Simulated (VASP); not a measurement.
# Li3GaC (P6_3/mmc) in VASP: relaxation of cell and atoms with PBE

Aim: the relaxation of cell and atoms of Li3GaC with PBE.

Everything below comes from runs of VASP 6.6.1. Logs are shortened: lines on timing, memory, paths and dates and some standing lists are left out, and cuts for length are marked.

### 1 The cell of the first run

Symmetry: P6_3/mmc, No. 194, hexagonal system. The conventional cell has a = 6.376 Å, b = 6.376 Å, c = 3.915 Å, α = 90.00°, β = 90.00°, γ = 120.00°. Within 2.8 Å of Li (site symmetry mm2) lie 2 C at 2.09 Å and 2 Ga at 2.69 Å and 4 Li at 2.69 Å. Within 3.5 Å of Ga (site symmetry -6m2) lie 12 Li at 2.69 to 3.19 Å. C (site symmetry -3m) has 2 C at 1.96 Å and 6 Li at 2.09 Å within 2.6 Å.

### 2 Relaxation of cell and atoms, PBE

File INCAR:

```
ALGO = Normal ; EDIFF = 1E-7
EDIFFG = -0.01 ; ENCUT = 600
GGA = PE ; IBRION = 2
ISIF = 3 ; ISMEAR = 0
LASPH = True ; LCHARG = False
LREAL = False ; LWAVE = False
NELM = 100 ; NSW = 100
PREC = Accurate ; SIGMA = 0.1
```

File KPOINTS:

```
k-points
0
Gamma
  9 9 10
```

File POSCAR:

```
Li3GaC
1.0
    6.3763968488      0.0000000000      0.0000000000
   -3.1881984244      5.5221216557      0.0000000000
    0.0000000000      0.0000000000      3.9152086400
Li Ga C
6 2 2
Direct
    0.8332102382      0.6664204764      0.7500000000
    0.3335795236      0.1667897618      0.7500000000
    0.8332102382      0.1667897618      0.7500000000
    0.1667897618      0.3335795236      0.2500000000
    0.6664204764      0.8332102382      0.2500000000
    0.1667897618      0.8332102382      0.2500000000
    0.3333333333      0.6666666667      0.7500000000
    0.6666666667      0.3333333333      0.2500000000
    0.0000000000      0.0000000000      0.0000000000
    0.0000000000      0.0000000000      0.5000000000
```

Potentials or basis: VASP PAW PBE potentials, release 64 (Li_sv, Ga_d, C).

The run is started by

```console
> cat potpaw_PBE.64/Li_sv/POTCAR potpaw_PBE.64/Ga_d/POTCAR potpaw_PBE.64/C/POTCAR > POTCAR
> mpirun -np 1 vasp_std > vasp.out
```

OUTCAR:

```text
EDIFF = 1E-7
   EDIFFG = -0.01
   ENCUT = 600
   GGA = PE
   IBRION = 2
   ISIF = 3
   ISMEAR = 0
   LASPH = True
   LREAL = False
   NELM = 100
   NSW = 100
   PREC = Accurate

 ion  position               nearest neighbor table
   1  0.833  0.666  0.750-   9 2.09  10 2.09   8 2.69   8 2.69
   2  0.334  0.167  0.750-   9 2.09  10 2.09   8 2.69   8 2.69
   3  0.833  0.167  0.750-   9 2.09  10 2.09   8 2.69   8 2.69
   4  0.167  0.334  0.250-   9 2.09  10 2.09   7 2.69   7 2.69
   5  0.666  0.833  0.250-   9 2.09  10 2.09   7 2.69   7 2.69
   6  0.167  0.833  0.250-   9 2.09  10 2.09   7 2.69   7 2.69
   7  0.333  0.667  0.750-   6 2.69   6 2.69   5 2.69   5 2.69   4 2.69   4 2.69
   8  0.667  0.333  0.250-   3 2.69   3 2.69   2 2.69   2 2.69   1 2.69   1 2.69
   9  0.000  0.000  0.000-  10 1.96  10 1.96   3 2.09   6 2.09   5 2.09   2 2.09   1 2.09   4 2.09

  10  0.000  0.000  0.500-   9 1.96   9 1.96   3 2.09   6 2.09   5 2.09   2 2.09   1 2.09   4 2.09

  LATTYP: Found a hexagonal cell.
 ALAT       =     6.3763968488
 C/A-ratio  =     0.6140158357

  Lattice vectors:

 A1 = (   6.3763968488,   0.0000000000,   0.0000000000)
 A2 = (  -3.1881984244,   5.5221216557,   0.0000000000)
 A3 = (   0.0000000000,   0.0000000000,   3.9152086400)

Analysis of symmetry for initial positions (statically):
=====================================================================
 Subroutine PRICEL returns:
 Original cell was already a primitive cell.

 Routine SETGRP: Setting up the symmetry group for a
 hexagonal supercell.

 Subroutine GETGRP returns: Found 24 space group operations
 (whereof 12 operations were pure point group operations)
 out of a pool of 24 trial point group operations.

The static configuration has the point symmetry D_3d.
 The point group associated with its full space group is D_6h.

Analysis of symmetry for dynamics (positions and initial velocities):
=====================================================================
 Subroutine PRICEL returns:
 Original cell was already a primitive cell.

 Routine SETGRP: Setting up the symmetry group for a
 hexagonal supercell.

 Subroutine GETGRP returns: Found 24 space group operations
 (whereof 12 operations were pure point group operations)
 out of a pool of 24 trial point group operations.

The dynamic configuration has the point symmetry D_3d.
 The point group associated with its full space group is D_6h.

 Subroutine INISYM returns: Found 24 space group operations
 (whereof 12 operations are pure point group operations),
 and found     1 'primitive' translations

----------------------------------------------------------------------------------------

                                     Primitive cell

  volume of cell :     137.8593

  direct lattice vectors                    reciprocal lattice vectors
     6.376396849  0.000000000  0.000000000     0.156828382  0.090544908  0.000000000
    -3.188198424  5.522121656  0.000000000     0.000000000  0.181089817  0.000000000
     0.000000000  0.000000000  3.915208640     0.000000000  0.000000000  0.255414230

  length of vectors
     6.376396849  6.376396849  3.915208640     0.181089817  0.181089817  0.255414230

  position of ions in fractional coordinates (direct lattice)
     0.833210238  0.666420476  0.750000000
     0.333579524  0.166789762  0.750000000
     0.833210238  0.166789762  0.750000000
     0.166789762  0.333579524  0.250000000
     0.666420476  0.833210238  0.250000000
     0.166789762  0.833210238  0.250000000
     0.333333333  0.666666667  0.750000000
     0.666666667  0.333333333  0.250000000
     0.000000000  0.000000000  0.000000000
     0.000000000  0.000000000  0.500000000

  ion indices of the primitive-cell ions
   primitive index   ion index
                 1           1
                 2           2
                 3           3
                 4           4
                 5           5
                 6           6
                 7           7
                 8           8
                 9           9
                10          10

----------------------------------------------------------------------------------------

 KPOINTS: k-points

Automatic generation of k-mesh.
 Grid dimensions read from file:
 generate k-points for:    9    9   10

 Generating k-lattice:

  Cartesian coordinates                     Fractional coordinates (reciprocal lattice)
     0.017425376  0.010060545  0.000000000     0.111111111  0.000000000  0.000000000
     0.000000000  0.020121091  0.000000000     0.000000000  0.111111111  0.000000000
     0.000000000  0.000000000  0.025541423     0.000000000  0.000000000  0.100000000

  Length of vectors
     0.020121091  0.020121091  0.025541423

  Shift w.r.t. Gamma in fractional coordinates (k-lattice)
     0.000000000  0.000000000  0.000000000

 Subroutine IBZKPT returns following result:
 ===========================================

 Found     72 irreducible k-points:

 Following reciprocal coordinates:
            Coordinates               Weight
  0.000000  0.000000  0.000000      1.000000
  0.111111  0.000000  0.000000      6.000000
  0.222222  0.000000  0.000000      6.000000
  0.333333 -0.000000  0.000000      6.000000
  0.444444  0.000000  0.000000      6.000000
  0.111111  0.111111  0.000000      6.000000
[... 16 lines left out ...]
  0.333333  0.222222  0.100000     24.000000
  0.333333  0.333333  0.100000      4.000000
 [... further k-points ...]
   k-points           NKPTS =     72   k-points in BZ     NKDIM =     72   number of bands    NBANDS=     32
   number of dos      NEDOS =    301   number of ions     NIONS =     10
   total plane-waves  NPLWV =  93312
   dimension x,y,z NGX =    54 NGY =   54 NGZ =   32
   dimension x,y,z NGXF=   108 NGYF=  108 NGZF=   64
   ions per type =               6   2   2
   NGX,Y,Z   is equivalent  to a cutoff of  14.08, 14.08, 13.59 a.u.
   NGXF,Y,Z  is equivalent  to a cutoff of  28.16, 28.16, 27.18 a.u.
 SYSTEM =  unknown system
   PREC   = accura    normal or accurate (medium, high low for compatibility)
   ISTART =      0    job   : 0-new  1-cont  2-samecut
   ICHARG =      2    charge: 1-file 2-atom 10-const
   ISPIN  =      1    spin polarized calculation?
   LNONCOLLINEAR =      F non collinear calculations
   LSORBIT =      F    spin-orbit coupling
   LASPH  =      T    aspherical Exc in radial PAW
   ENCUT  =  600.0 eV  44.10 Ry    6.64 a.u.  12.74 12.74  7.82*2*pi/ulx,y,z
   NELM   =    100;   NELMIN=  2; NELMDL= -5     # of ELM steps
   EDIFF  = 0.1E-06   stopping-criterion for ELM
   LREAL  =      F    real-space projection
   EDIFFG = -.1E-01   stopping-criterion for IOM
   NSW    =    100    number of steps for IOM
   IBRION =      2    ionic relax: 0-MD 1-quasi-New 2-CG
   NFREE  =      1    steps in history (QN), initial steepest desc. (CG)
   ISIF   =      3    stress and relaxation
   ISYM   =      2    0-nonsym 1-usesym 2-fastsym
   POTIM  = 0.5000    time-step for ionic-motion
   TEBEG  =    0.0;   TEEND  =   0.0 temperature during run
   PSTRESS=    0.0 pullay stress
   NELECT =      52.0000    total number of electrons
   NUPDOWN=      -1.0000    fix difference up-down
   EMIN   =  10.00;   EMAX   =-10.00  energy-range for DOS
   EFERMI =   0.00;   METHOD = LEGACY
   ISMEAR =     0;   SIGMA  =   0.10  broadening in eV -4-tet -1-fermi 0-gaus
   EFERMI_NEDOS =   21; number of points for ismear=-14 and -15
   IALGO  =     38    algorithm
   IMIX   =      4    mixing-type and parameters
     AMIX     =   0.40;   BMIX     =  1.00
     AMIX_MAG =   1.60;   BMIX_MAG =  1.00
  volume/ion in A,a.u.               =      13.79        93.03
  Fermi-wavevector in a.u.,A,eV,Ry     =   1.182852  2.235267 19.036451  1.399140
  Thomas-Fermi vector in A             =   2.319098
   LORBIT       =      0    0 simple, 1 ext, 2 COOP (PROOUT), +10 PAW based schemes
   GGA     = PE    functional components
   LHFCALC =     F    Hartree Fock is set to
   AEXX    =    0.0000 exact exchange contribution
   IVDW    =     0    specifies the selected vdW correction
   LEPSILON=     F    determine dielectric tensor
   LRPA    =     F    only Hartree local field effects (RPA)
 conjugate gradient relaxation of ions
 non-spin polarized calculation
 Gauss-broadening in eV      SIGMA  =   0.10
  energy-cutoff  :      600.00
  volume of cell :      137.86
 maximum number of plane-waves:      4660
 NGX is ok and might be reduce to    54
   NGX = 25   NGY = 25   NGZ = 15

--------------------------------------- Ionic step        1  -------------------------------------------

 number of electron      51.9999982 magnetization

 Free energy of the ion-electron system (eV)
  ---------------------------------------------------
  ext. energy  EPLUGINS =         0.00000000
  ---------------------------------------------------
  free energy    TOTEN  =       -31.97389841 eV

  energy without entropy =      -31.95838146  energy(sigma->0) =      -31.96613993

------------------------ aborting loop because EDIFF is reached ----------------------------------------

  FORCE on cell =-STRESS in cart. coord.  units (eV):
  Direction    XX          YY          ZZ          XY          YZ          ZX
  --------------------------------------------------------------------------------------
  -------------------------------------------------------------------------------------
  Total        0.5069391      0.5069391     -1.7729535      0.0000000      0.0000000      0.0000000
  in kB        5.8915575      5.8915575    -20.6049573      0.0000000      0.0000000      0.0000000
  external PRESSURE =      -2.9406141 kB  Pullay stress =       0.0000000 kB
[... 113 lines left out ...]
  FREE ENERGIE OF THE ION-ELECTRON SYSTEM (eV)
  ---------------------------------------------------
  free  energy   TOTEN  =       -32.0643496343 eV

  energy  without entropy=      -32.0399288192  energy(sigma->0) =      -32.05213923

[... ionic steps 4 to 14 ...]

--------------------------------------- Ionic step       15  -------------------------------------------

 number of electron      52.0000015 magnetization

------------------------ aborting loop because EDIFF is reached ----------------------------------------
[... 83 lines left out ...]
--------------------------------------- Ionic step       17  -------------------------------------------

 number of electron      52.0000014 magnetization

 Free energy of the ion-electron system (eV)
  ---------------------------------------------------
  ext. energy  EPLUGINS =         0.00000000
  ---------------------------------------------------
  free energy    TOTEN  =       -32.37912318 eV

  energy without entropy =      -32.35935468  energy(sigma->0) =      -32.36923893

 E-fermi :   3.0716     XC(G=0):  -9.0455

 val. band max:        3.0709735062   @ k =   0.3333   0.3333   0.5000
 cond. band min:       3.0762627289   @ k =   0.1111   0.0000   0.4000
 fundamental gap:      0.0052892227
 Fermi energy:         3.0716289397

 k-point     1 :       0.0000    0.0000    0.0000
  band No.  band energies     occupation
      1     -43.1446      2.00000
      2     -43.1235      2.00000
      3     -43.1235      2.00000
      4     -43.0879      2.00000
      5     -43.0879      2.00000
      6     -43.0726      2.00000
[... 829 lines left out ...]
     31       5.9065      0.00000
     32       5.9065      0.00000

 [... further k-points ...]
[... 5 lines left out ...]
  --------------------------------------------------------------------------------------
  -------------------------------------------------------------------------------------
  Total        0.0260367      0.0260367      0.0208308      0.0000000      0.0000000     -0.0000000
  in kB        0.2940429      0.2940429      0.2352508      0.0000000      0.0000000     -0.0000000
  external PRESSURE =       0.2744455 kB  Pullay stress =       0.0000000 kB
[... 25 lines left out ...]
  FREE ENERGIE OF THE ION-ELECTRON SYSTEM (eV)
  ---------------------------------------------------
  free  energy   TOTEN  =       -32.3791231795 eV

  energy  without entropy=      -32.3593546787  energy(sigma->0) =      -32.36923893

 reached required accuracy - stopping structural energy minimisation
```

Wall time 68 min (1 thread of Intel Xeon Platinum 8488C (Sapphire Rapids), shared host); peak memory 0.55 GiB.

Results:

```
Free energy                            : -32.3791 eV
Relaxed volume                         : 14.19 Å³/atom
Relaxed cell                           : a = 6.984 Å, b = 6.984 Å, c = 3.358 Å, α = 90.00°, β = 90.00°, γ = 120.00°
Space group after relaxing (to 0.05 Å) : P6_3/mmc (No. 194)
Energy gained by relaxing              : 40.5 meV/atom
Ionic steps                            : 17
Pressure after relaxing                : 0.0 GPa
Band gap on the k mesh                 : zero (band 26 reaches 3.71 eV, above the bottom of band 27 at 2.30 eV)
```

Forces on the atoms (eV/Å):
```
Li   0.000  0.003  0.000
Li  -0.002 -0.001  0.000
Li   0.002 -0.001  0.000
Li   0.000 -0.003  0.000
Li   0.002  0.001  0.000
Li  -0.002  0.001  0.000
Ga   0.000  0.000  0.000
Ga   0.000  0.000  0.000
C    0.000  0.000  0.000
C    0.000  0.000  0.000
```

Step by step:
```csv
step,energy change (eV),largest force (eV/Å),pressure (GPa),volume (Å³)
1,0.0000,0.0932,-0.29,137.86
2,-0.0199,0.0701,-0.26,137.35
3,-0.0905,0.0163,-0.34,135.76
4,-0.2309,0.1732,0.61,132.31
5,-0.0081,0.5527,4.87,124.29
6,-0.2269,0.3322,2.10,129.69
7,-0.2404,0.2492,1.22,131.13
8,-0.2617,0.2607,1.26,131.64
9,-0.2993,0.2976,1.53,133.05
10,-0.3381,0.2485,0.88,135.44
11,-0.3852,0.1363,-0.63,141.94
12,-0.3857,0.1257,-0.80,142.67
13,-0.3997,0.0583,-0.37,142.00
14,-0.4044,0.0143,0.09,141.32
15,-0.4044,0.0113,0.07,141.35
16,-0.4048,0.0068,0.05,141.51
17,-0.4052,0.0028,0.03,141.87
```

Final structure:
```yaml
crystal:
  lattice:
    - [6.98402, 0.00000, 0.00000]
    - [-3.49201, 6.04834, 0.00000]
    - [0.00000, 0.00000, 3.35848]
  atoms:
    - { symbol: Li, position: [0.83602, 0.67204, 0.75000] }
    - { symbol: Li, position: [0.32796, 0.16398, 0.75000] }
    - { symbol: Li, position: [0.83602, 0.16398, 0.75000] }
    - { symbol: Li, position: [0.16398, 0.32796, 0.25000] }
    - { symbol: Li, position: [0.67204, 0.83602, 0.25000] }
    - { symbol: Li, position: [0.16398, 0.83602, 0.25000] }
    - { symbol: Ga, position: [0.33333, 0.66667, 0.75000] }
    - { symbol: Ga, position: [0.66667, 0.33333, 0.25000] }
    - { symbol: C, position: [0.00000, 0.00000, 0.00000] }
    - { symbol: C, position: [0.00000, 0.00000, 0.50000] }
```

Caveat: the cutoff is under 1.25 times the usual one of these potentials, so pressure, stress and relaxed cells hold a basis-set (Pulay) error.
